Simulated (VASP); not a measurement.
Runs of VASP 6.6.1 on BAs. The structure is that of space group F-43m (No. 216), or close to it. The cells are those of the table. 

```csv
cell,gap on the mesh (eV),pressure (GPa)
"a = 3.466 Å, angles 60.0°, 2 atoms",1.26,-6.2
"a = 3.332 Å, angles 60.0°, 2 atoms",1.15,(c)
"a = 3.285 Å, angles 60.0°, 2 atoms",1.10,(b)
"a = 3.422 Å, angles 60.0°, 2 atoms",1.23,(a)
```

Alike in all rows: task single point; level PBE; potentials or basis VASP PAW PBE potentials, release 64 (B, As); no spin polarisation; k mesh 8 × 8 × 8; cutoff (eV) 520; smearing gaussian 0.01 eV.

**Question.** Estimate the missing entries.

**Answer.** (a) -1.9; (b) 17.8; (c) 9.9.

A k mesh can miss the band edges, and the runs leave out spin-orbit coupling on As.
